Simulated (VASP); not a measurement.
# ZnS (P1) in VASP: notebook, part 2 of 2

VASP 6.6.1. Earlier steps stand in the parts before.

**3. Single point, r2SCAN (atom 3 (S) moved +0.360 Å towards its neighbour atom 3 (S) at 3.807 Å)**

Contents of POSCAR:

```
ZnS
1.0
    3.8067217484      0.0000000000      0.0000000000
   -1.9033608742      3.2967177392      0.0000000000
    0.0000000000      0.0000000000      6.2457351519
Zn S
2 2
Direct
    0.3333333333      0.6666666667      0.0053880718
    0.6666666667      0.3333333333      0.5053880718
    0.2387637735      0.5720971069      0.3796119282
    0.6666666667      0.3333333333      0.8796119282
```

Contents of INCAR.step1:

```
PREC = Accurate ; ENCUT = 520
ISMEAR = 0 ; SIGMA = 0.05
LREAL = F ; LASPH = T
NELM = 80 ; NBANDS = 26
GGA = PE ; ALGO = Normal
EDIFF = 1E-4 ; LWAVE = T
LCHARG = F
```

Contents of INCAR.step2:

```
PREC = Accurate ; ENCUT = 520
EDIFF = 1E-7 ; ISMEAR = 0
SIGMA = 0.05 ; LREAL = F
LASPH = T ; NELM = 80
ALGO = Normal ; ISIF = 2
LWAVE = F ; LCHARG = T
METAGGA = R2SCAN ; LMIXTAU = T
LELF = T ; LVHAR = T
NBANDS = 26 ; ISTART = 1
```

Contents of KPOINTS:

```
Automatic mesh
0
Gamma
  6 6 4
```

Potentials or basis: VASP PAW PBE potentials, release 64 (Zn, S).

Run with:

```sh
$ cat potpaw_PBE.64/Zn/POTCAR potpaw_PBE.64/S/POTCAR > POTCAR
$ cp INCAR.step1 INCAR
$ mpirun -np 1 vasp_std > vasp.out
$ cp INCAR.step2 INCAR
$ mpirun -np 1 vasp_std > vasp.out
```

OUTCAR:

```text
PREC = Accurate
   ENCUT = 520
   EDIFF = 1E-7
   ISMEAR = 0
   LREAL = F
   LASPH = T
   NELM = 80
   ISIF = 2
   METAGGA = R2SCAN
   ISTART = 1

 ion  position               nearest neighbor table
   1  0.333  0.667  0.005-   4 2.33   4 2.33   4 2.33   3 2.36
   2  0.667  0.333  0.505-   3 2.05   4 2.34   3 2.36   3 2.64
   3  0.239  0.572  0.380-   2 2.05   2 2.36   1 2.36   2 2.64
   4  0.667  0.333  0.880-   1 2.33   1 2.33   1 2.33   2 2.34

  LATTYP: Found a hexagonal cell.
[... 895 lines left out ...]
  Direction    XX          YY          ZZ          XY          YZ          ZX
  --------------------------------------------------------------------------------------
  -------------------------------------------------------------------------------------
  Total        3.6696365     -0.4272355      0.5158479      1.8598284     -0.9131264     -1.7403154
  in kB       75.0096556     -8.7329601     10.5442518     38.0160504    -18.6648719    -35.5731297
  external PRESSURE =      25.6069824 kB  Pullay stress =       0.0000000 kB

 VOLUME and BASIS-vectors are now :
 -----------------------------------------------------------------------------
  energy-cutoff  :      520.00
  volume of cell :       78.38
      direct lattice vectors                 reciprocal lattice vectors
     3.806721748  0.000000000  0.000000000     0.262693222  0.151666002  0.000000000
    -1.903360874  3.296717739  0.000000000     0.000000000  0.303332004  0.000000000
     0.000000000  0.000000000  6.245735152     0.000000000  0.000000000  0.160109255

 POSITION                                       TOTAL-FORCE (eV/Angst)
 -----------------------------------------------------------------------------------
     -0.00000      2.19781      0.03365        -0.068937     -0.090645      0.091251
      1.90336      1.09891      3.15652        -2.464057     -1.470815      0.873732
     -0.18000      1.88604      2.37096         2.685761      1.726396     -0.993767
      1.90336      1.09891      5.49382        -0.152767     -0.164936      0.028784
 -----------------------------------------------------------------------------------
    total drift:                                0.006850      0.000001      0.016303

  FREE ENERGIE OF THE ION-ELECTRON SYSTEM (eV)
  ---------------------------------------------------
  free  energy   TOTEN  =       -37.2497450559 eV

  energy  without entropy=      -37.2497450559  energy(sigma->0) =      -37.24974506
```

OSZICAR.step1:

```text
N       E                     dE             d eps       ncg     rms          rms(c)
DAV:   1     0.246354388448E+03    0.24635E+03   -0.17111E+04  3952   0.168E+03
DAV:   2     0.105394928150E+02   -0.23581E+03   -0.22544E+03  4070   0.350E+02
DAV:   3    -0.135464205640E+02   -0.24086E+02   -0.23842E+02  4684   0.112E+02
DAV:   4    -0.141370805380E+02   -0.59066E+00   -0.58935E+00  4656   0.176E+01
DAV:   5    -0.141461787678E+02   -0.90982E-02   -0.90960E-02  4730   0.216E+00    0.106E+01
DAV:   6    -0.132146422202E+02    0.93154E+00   -0.17910E+00  5914   0.395E+01    0.804E+00
DAV:   7    -0.132105086728E+02    0.41335E-02   -0.14037E+00  4186   0.715E+00    0.360E+00
DAV:   8    -0.132018359562E+02    0.86727E-02   -0.44935E-02  4682   0.274E+00    0.109E+00
DAV:   9    -0.132020696525E+02   -0.23370E-03   -0.11038E-02  4886   0.183E+00    0.264E-01
DAV:  10    -0.132022177123E+02   -0.14806E-03   -0.10034E-03  4662   0.757E-01    0.117E-01
DAV:  11    -0.132024019594E+02   -0.18425E-03   -0.28677E-04  3978   0.294E-01    0.471E-02
DAV:  12    -0.132024445410E+02   -0.42582E-04   -0.84521E-05  2904   0.147E-01
   1 F= -.13202445E+02 E0= -.13202445E+02  d E =-.716649E-17
```

Run time: 10 min. Hardware: 1 thread of Intel Xeon 8259CL, shared host; peak memory 0.28 GiB.

What came out:

| Item | Value |
| --- | --- |
| Free energy | -37.2497 eV |
| Pressure | 2.6 GPa |
| Largest force | 3.344 eV/Å |
| Band gap on the k mesh | 2.73 eV |

Forces in eV/Å, atoms in the order of the input:
```
Zn  -0.069 -0.091  0.091
Zn  -2.464 -1.471  0.874
S    2.686  1.726 -0.994
S   -0.153 -0.165  0.029
```

Stress tensor (GPa, compression positive):
```
 7.50  3.80 -3.56
 3.80 -0.87 -1.87
-3.56 -1.87  1.05
```

Levels at points of the mesh, in eV from the valence-band top:
| k point | band 15 | band 16 | band 17 | band 18 | band 19 | band 20 | band 21 | band 22 |
| --- | --- | --- | --- | --- | --- | --- | --- | --- |
| (0.00, 0.00, 0.00) | -0.68 | -0.20 | -0.02 | 0.00 | 2.73 | 3.66 | 6.77 | 6.85 |
| (0.50, 0.00, 0.00) | -3.04 | -2.30 | -2.20 | -0.91 | 4.11 | 5.13 | 6.25 | 7.01 |
| (0.00, 0.50, 0.00) | -3.52 | -2.35 | -1.29 | -0.90 | 3.77 | 4.23 | 4.74 | 7.30 |
| (0.50, 0.50, 0.00) | -3.48 | -2.15 | -1.78 | -0.82 | 4.01 | 4.58 | 5.33 | 7.24 |
| (0.00, 0.00, 0.50) | -0.95 | -0.57 | -0.50 | -0.12 | 4.01 | 4.10 | 6.58 | 6.91 |
| (0.50, 0.00, 0.50) | -1.86 | -1.72 | -1.61 | -1.32 | 3.51 | 4.01 | 5.47 | 5.97 |
| (0.00, 0.50, 0.50) | -2.03 | -1.90 | -1.66 | -1.51 | 3.85 | 4.31 | 5.11 | 5.72 |
| (0.50, 0.50, 0.50) | -2.08 | -1.77 | -1.62 | -1.13 | 3.74 | 3.89 | 5.36 | 5.60 |

Caveat: the cell differs from its parent crystal (atom 3 (S) moved +0.360 Å towards its neighbour atom 3 (S) at 3.807 Å); the stress differs along the axes, from -1 to 8 GPa; the PAW data sets were made with another functional, which shifts forces and pressure a little.

**4. Single point, r2SCAN (atom 3 (S) moved -0.270 Å towards its neighbour atom 3 (S) at 3.807 Å)**

Edit POSCAR of step 3 so:

```diff
@@ -10,3 +10,3 @@
     0.6666666667      0.3333333333      0.5053880718
-    0.2387637735      0.5720971069      0.3796119282
+    0.4042605032      0.7375938365      0.3796119282
     0.6666666667      0.3333333333      0.8796119282
```

Contents of INCAR.step1:

```
PREC = Accurate
ENCUT = 520
ISMEAR = 0
SIGMA = 0.05
LREAL = False
LASPH = True
NELM = 100
NBANDS = 26
GGA = PE
ALGO = Normal
EDIFF = 1E-4
LWAVE = True
LCHARG = False
```

Contents of INCAR.step2:

```
PREC = Accurate
ENCUT = 520
EDIFF = 1E-6
ISMEAR = 0
SIGMA = 0.05
LREAL = False
LASPH = True
NELM = 100
ALGO = Normal
ISIF = 2
LWAVE = False
LCHARG = False
METAGGA = R2SCAN
LMIXTAU = True
NBANDS = 26
ISTART = 1
```

Contents of KPOINTS:

```
regular mesh
0
Gamma
  6 6 4
```

Run with:

```sh
$ cat potpaw_PBE.64/Zn/POTCAR potpaw_PBE.64/S/POTCAR > POTCAR
$ cp INCAR.step1 INCAR
$ mpirun -np 1 vasp_std > vasp.out
$ cp INCAR.step2 INCAR
$ mpirun -np 1 vasp_std > vasp.out
```

Wall time 8.8 min (1 thread of Intel Xeon 8259CL, shared host); peak memory 0.28 GiB.

Results (log left out):

| Item | Value |
| --- | --- |
| Free energy | -37.4660 eV |
| Pressure | 1.4 GPa |
| Largest force | 2.205 eV/Å |
| Band gap on the k mesh | 2.75 eV |

Forces in eV/Å, atoms in the order of the input:
```
Zn   0.035  0.077  0.054
Zn   0.206  1.883  0.472
S   -0.299 -2.116 -0.540
S    0.059  0.157  0.014
```

Stress tensor (GPa, compression positive):
```
-1.84 -1.28  0.15
-1.28  5.58  2.58
 0.15  2.58  0.55
```

Levels at points of the mesh, in eV from the valence-band top:
```tsv
k point	band 16	band 17	band 18	band 19	band 20	band 21
(0.00, 0.00, 0.00)	-0.15	-0.02	0.00	2.75	3.64	6.78
(0.50, 0.00, 0.00)	-2.34	-1.38	-0.92	3.86	4.39	4.88
(0.00, 0.50, 0.00)	-2.28	-2.11	-0.92	4.11	5.05	6.06
(0.50, 0.50, 0.00)	-2.22	-1.76	-0.86	4.02	4.66	5.37
(0.00, 0.00, 0.50)	-0.54	-0.49	-0.18	4.05	4.10	6.72
(0.50, 0.00, 0.50)	-1.83	-1.66	-1.55	3.88	4.23	5.25
(0.00, 0.50, 0.50)	-1.70	-1.63	-1.41	3.62	4.00	5.52
(0.50, 0.50, 0.50)	-1.73	-1.64	-1.27	3.83	3.92	5.47
```

Caveat: the cell differs from its parent crystal (atom 3 (S) moved -0.270 Å towards its neighbour atom 3 (S) at 3.807 Å); the stress differs along the axes, from -2 to 6 GPa; the PAW data sets were made with another functional, which shifts forces and pressure a little.

**5. Single point, r2SCAN (atom 3 (S) moved +0.180 Å towards its neighbour atom 3 (S) at 3.807 Å)**

Edit POSCAR of step 4 so:

```diff
@@ -10,3 +10,3 @@
     0.6666666667      0.3333333333      0.5053880718
-    0.4042605032      0.7375938365      0.3796119282
+    0.2860485534      0.6193818868      0.3796119282
     0.6666666667      0.3333333333      0.8796119282
```

Contents of INCAR.step1:

```
PREC     = Accurate       # precision mode
ENCUT    = 520            # plane-wave cutoff, eV
ISMEAR   = 0              # smearing method
SIGMA    = 0.05           # smearing width, eV
LREAL    = F              # projectors in reciprocal space
LASPH    = T              # aspherical terms in the spheres
NELM     = 80             # most SCF steps
NBANDS   = 26             # bands
GGA      = PE             # functional
ALGO     = Normal         # electronic algorithm
EDIFF    = 1E-4           # SCF threshold, eV
LWAVE    = T              # write WAVECAR
LCHARG   = F              # write CHGCAR
```

Contents of INCAR.step2:

```
PREC     = Accurate       # precision mode
ENCUT    = 520            # plane-wave cutoff, eV
EDIFF    = 1E-7           # SCF threshold, eV
ISMEAR   = 0              # smearing method
SIGMA    = 0.05           # smearing width, eV
LREAL    = F              # projectors in reciprocal space
LASPH    = T              # aspherical terms in the spheres
NELM     = 80             # most SCF steps
ALGO     = Normal         # electronic algorithm
ISIF     = 2              # what is computed and relaxed
LWAVE    = F              # write WAVECAR
LCHARG   = F              # write CHGCAR
METAGGA  = R2SCAN         # meta-GGA
LMIXTAU  = T            
NBANDS   = 26             # bands
ISTART   = 1
```

KPOINTS is that of step 4.

Run with:

```sh
$ cat potpaw_PBE.64/Zn/POTCAR potpaw_PBE.64/S/POTCAR > POTCAR
$ cp INCAR.step1 INCAR
$ mpirun -np 1 vasp_std > vasp.out
$ cp INCAR.step2 INCAR
$ mpirun -np 1 vasp_std > vasp.out
```

It took 12 min on 1 thread of Intel Xeon 8259CL, shared host; peak memory 0.28 GiB.

Results (log left out):

| Quantity | Value |
| --- | --- |
| Free energy | -37.6110 eV |
| Pressure | 0.6 GPa |
| Largest force | 1.318 eV/Å |
| Band gap on the k mesh | 2.76 eV |

Forces on the atoms (eV/Å):
```
Zn  -0.031 -0.047  0.026
Zn  -0.829 -0.772  0.205
S    0.926  0.908 -0.235
S   -0.066 -0.090  0.004
```

Stress tensor (GPa, compression positive):
```
 2.76  1.52 -1.15
 1.52 -1.08 -0.98
-1.15 -0.98  0.22
```

Levels at points of the mesh, in eV from the valence-band top:
| k point | band 16 | band 17 | band 18 | band 19 | band 20 | band 21 |
| --- | --- | --- | --- | --- | --- | --- |
| (0.00, 0.00, 0.00) | -0.12 | -0.04 | 0.00 | 2.76 | 3.62 | 6.78 |
| (0.50, 0.00, 0.00) | -2.30 | -1.99 | -0.93 | 4.09 | 4.95 | 5.85 |
| (0.00, 0.50, 0.00) | -2.34 | -1.50 | -0.93 | 3.92 | 4.53 | 5.04 |
| (0.50, 0.50, 0.00) | -2.28 | -1.75 | -0.90 | 4.02 | 4.71 | 5.40 |
| (0.00, 0.00, 0.50) | -0.52 | -0.49 | -0.27 | 4.07 | 4.09 | 6.86 |
| (0.50, 0.00, 0.50) | -1.70 | -1.65 | -1.51 | 3.73 | 3.98 | 5.56 |
| (0.00, 0.50, 0.50) | -1.78 | -1.67 | -1.60 | 3.90 | 4.14 | 5.39 |
| (0.50, 0.50, 0.50) | -1.72 | -1.66 | -1.42 | 3.89 | 3.93 | 5.55 |

Caveat: the cell differs from its parent crystal (atom 3 (S) moved +0.180 Å towards its neighbour atom 3 (S) at 3.807 Å); the PAW data sets were made with another functional, which shifts forces and pressure a little.

**6. The runs side by side**

| cell | gap on the mesh (eV) | pressure (GPa) | largest force (eV/Å) |
| --- | --- | --- | --- |
| as given, atomic positions A | 2.68 | 4.1 | 4.80 |
| as given, atomic positions B | 2.73 | 2.6 | 3.34 |
| as given, atomic positions C | 2.75 | 1.4 | 2.20 |
| as given, atomic positions D | 2.76 | 0.6 | 1.32 |

Alike in all rows: task single point; level r2SCAN; potentials or basis VASP PAW PBE potentials, release 64 (Zn, S); no spin polarisation; k mesh 6 × 6 × 4; cutoff (eV) 520; smearing gaussian 0.05 eV.

Caveats: the PAW data sets were made with another functional, which shifts forces and pressure a little; the stress differs along the axes, from -2 to 13 GPa (at least some runs); the stress differs along the axes, from -1 to 8 GPa (at least some runs); the stress differs along the axes, from -2 to 6 GPa (at least some runs).

Total energies depend on the potentials used, so only differences within one code and one set of settings carry meaning.
